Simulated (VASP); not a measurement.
NiO: relaxation of cell and atoms with PBE+U

Crystal: NiO.

```xyz
2
Lattice="0.0000 2.1337 2.1337 2.1337 0.0000 2.1337 2.1337 2.1337 0.0000" Properties=species:S:1:pos:R:3 pbc="T T T"
Ni    0.0000    0.0000    0.0000
O     2.1337    2.1337    2.1337
```

```json
{
 "Program": "VASP 6.6.1",
 "Task": "relaxation of cell and atoms",
 "Functional": "PBE",
 "Potentials or basis": "VASP PAW PBE potentials, release 64 (Ni_sv_GW, O)",
 "Cutoff": "600 eV",
 "k mesh": "12 × 12 × 12",
 "Occupations": "gaussian, width 0.02 eV",
 "Spin": "collinear spin, ferromagnetic start",
 "Starting moments": "[1.91, 0.21] μB",
 "Hubbard terms": "Ni d U = 6.2 eV",
 "Dipole correction": "no",
 "Further INCAR settings": "ALGO = Normal; EDIFF = 1e-07; IBRION = 2; EDIFFG = -0.005; NSW = 100; ISIF = 3"
}
```

```
Relaxed volume                                        : 9.52 Å³/atom
Relaxed cell                                          : a = 2.997 Å, b = 2.997 Å, c = 2.997 Å, α = 60.00°, β = 60.00°, γ = 60.00°
Space group after relaxing (to 0.1 Å)                 : Fm-3m (No. 225)
Energy gained by relaxing                             : 2.3 meV/atom
Ionic steps                                           : 4
Pressure after relaxing                               : -0.1 GPa
Band gap on the k mesh                                : 2.10 eV (least direct gap 3.35 eV)
Net moment                                            : 2.00 μB per cell
Site moments                                          : Ni +1.79; O +0.17 μB
Valence electrons inside the program's atomic spheres : Ni 16.09; O 5.02
```

The path:
```
step  energy change (eV)  largest force (eV/Å)  pressure (GPa)  volume (Å³)
   1              0.0000                0.0000           -3.89        19.43
   2             -0.0021                0.0000            2.85        18.77
   3             -0.0045                0.0000           -0.09        19.05
   4             -0.0045                0.0000           -0.06        19.04
```

Final structure:
```
Ni O
1.0
     0.00000    2.11950    2.11950
     2.11950    0.00000    2.11950
     2.11950    2.11950    0.00000
Ni O
1 1
Direct
  0.00000 0.00000 0.00000
  0.50000 0.50000 0.50000
```

Levels at points of the mesh, in eV from the valence-band top:
Spin up:
```
           k point  band 10  band 11  band 12  band 13  band 14  band 15  band 16  band 17
(0.00, 0.00, 0.00)    -4.54    -1.57    -1.57    -1.57     2.10    18.33    18.62    18.62
(0.50, 0.00, 0.00)    -4.08    -2.93     0.00     0.00     6.24    10.47    14.35    14.35
(0.50, 0.50, 0.00)    -3.78    -3.78    -2.89    -2.89     6.42    11.28    12.01    16.90
```
Spin down:
```
           k point  band 8  band 9  band 10  band 11  band 12  band 13  band 14  band 15
(0.00, 0.00, 0.00)   -3.50   -1.25    -1.25    -1.25     2.45     2.80     2.80    18.28
(0.50, 0.00, 0.00)   -3.73   -1.98    -1.93    -1.93     5.05     5.05     6.42    10.93
(0.50, 0.50, 0.00)   -2.66   -2.66    -2.59    -2.59     3.29     3.67     7.03    11.56
```

Eigenvalues of the final occupation matrices:
```tsv
site	spin	trace	eigenvalues
site 1 d	1	4.75	0.94 0.94 0.94 0.97 0.97
site 1 d	2	2.98	0.09 0.09 0.93 0.93 0.93
```

Wall time 4.9 min on 1 thread of AMD EPYC 7R43 64-Core Processor (Zen 3), with other jobs on the host, peak memory 0.17 GiB.

Caveat: a cell with one magnetic atom can't hold antiferromagnetic order, which such compounds often take. A k mesh can miss the band edges.
